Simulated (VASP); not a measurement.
Crystal: GeW.

```
Ge W
1.0
     0.00000    2.57761    2.57761
     2.57761    0.00000    2.57761
     2.57761    2.57761    0.00000
Ge W
1 1
Direct
  0.50000 0.50000 0.50000
  0.00000 0.00000 0.00000
```

* Program: VASP 6.6.1
* Task: relaxation of cell and atoms
* Functional: PBEsol
* Dispersion: D4
* Potentials or basis: VASP PAW PBE potentials, release 64 (Ge_d, W_sv)
* Cutoff: 600 eV
* k mesh: 9 × 9 × 9
* Occupations: fermi-dirac, width 0.05 eV
* Spin: no spin polarisation

At the start: pressure -8.1 GPa; volume 17.13 Å³/atom.

**Question.** How do energy, volume and symmetry change on relaxing?

**Answer.** Over 4 steps the energy falls by 20.1 meV/atom and the volume is 16.36 Å³/atom (-4.4 %); space group Fm-3m (No. 225, to 0.05 Å).

The path:
| step | energy change (eV) | largest force (eV/Å) | pressure (GPa) | volume (Å³) |
| --- | --- | --- | --- | --- |
| 1 | 0.0000 | 0.0000 | -8.10 | 34.25 |
| 2 | 0.1053 | 0.0000 | 19.44 | 30.13 |
| 3 | -0.0402 | 0.0000 | -0.22 | 32.76 |
| 4 | -0.0402 | 0.0000 | -0.03 | 32.73 |

Final structure:
```xyz
2
Lattice="0.0000 2.5388 2.5388 2.5388 0.0000 2.5388 2.5388 2.5388 0.0000" Properties=species:S:1:pos:R:3 pbc="T T T"
Ge    2.5388    2.5388    2.5388
W     5.0776    2.5388    2.5388
```

Caveat: the PAW data sets were made with another functional, which shifts forces and pressure a little; pairwise dispersion overbinds metals, which lowers pressure and volume.
